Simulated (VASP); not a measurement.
**Cd: relaxation of the atoms with PBE**

Cd, a slab with vacuum:

```
CELL_PARAMETERS angstrom
2.97887 0.00000 0.00000
-1.48944 2.57978 0.00000
0.00000 0.00000 20.42647
ATOMIC_POSITIONS crystal
Cd 0.33333 0.66667 0.29374
Cd 0.66667 0.33333 0.43125
Cd 0.33333 0.66667 0.56875
Cd 0.66667 0.33333 0.70626
```

- Program: VASP 6.6.1
- Task: relaxation of the atoms
- Functional: PBE
- Potentials or basis: VASP PAW PBE potentials, release 64 (Cd)
- Cutoff: 450 eV
- k mesh: 7 × 7 × 1
- Occupations: fermi-dirac, width 0.15 eV
- Spin: no spin polarisation
- Dipole correction: yes
- Further INCAR settings: ALGO = Normal; EDIFF = 1e-07; NELMDL = -8; IBRION = 2; EDIFFG = -0.03; NSW = 50

- Energy gained by relaxing: 1.4 meV/atom
- Ionic steps: 7
- Largest force after relaxing: 0.028 eV/Å
- Band gap on the k mesh: zero (bands 24 and 25 overlap by 3.50 eV)

Forces in eV/Å, atoms in the order of the input:
```
Cd   0.000  0.000 -0.028
Cd   0.000  0.000  0.001
Cd   0.000  0.000 -0.001
Cd   0.000  0.000  0.028
```

The path:
```csv
step,energy change (eV),largest force (eV/Å),pressure (GPa)
1,0.0000,0.0992,0.77
2,-0.0009,0.0855,0.77
3,-0.0028,0.0427,0.77
4,-0.0034,0.0631,0.78
5,-0.0037,0.0521,0.78
6,-0.0043,0.0465,0.75
7,-0.0057,0.0283,0.68
```

Final structure:
```
Cd
1.0
     2.97887    0.00000    0.00000
    -1.48944    2.57978    0.00000
     0.00000    0.00000   20.42647
Cd
4
Direct
  0.33333 0.66667 0.29222
  0.66667 0.33333 0.42895
  0.33333 0.66667 0.57105
  0.66667 0.33333 0.70778
```

Levels at points of the mesh, in eV from the Fermi level:
| k point | band 22 | band 23 | band 24 | band 25 | band 26 | band 27 |
| --- | --- | --- | --- | --- | --- | --- |
| (0.00, 0.00, 0.00) | -7.60 | -6.10 | -4.29 | -1.99 | 0.43 | 2.66 |

Wall time 2.2 min on 1 thread of Intel(R) Xeon(R) Platinum 8488C (Sapphire Rapids), with other jobs on the host, peak memory 0.26 GiB.
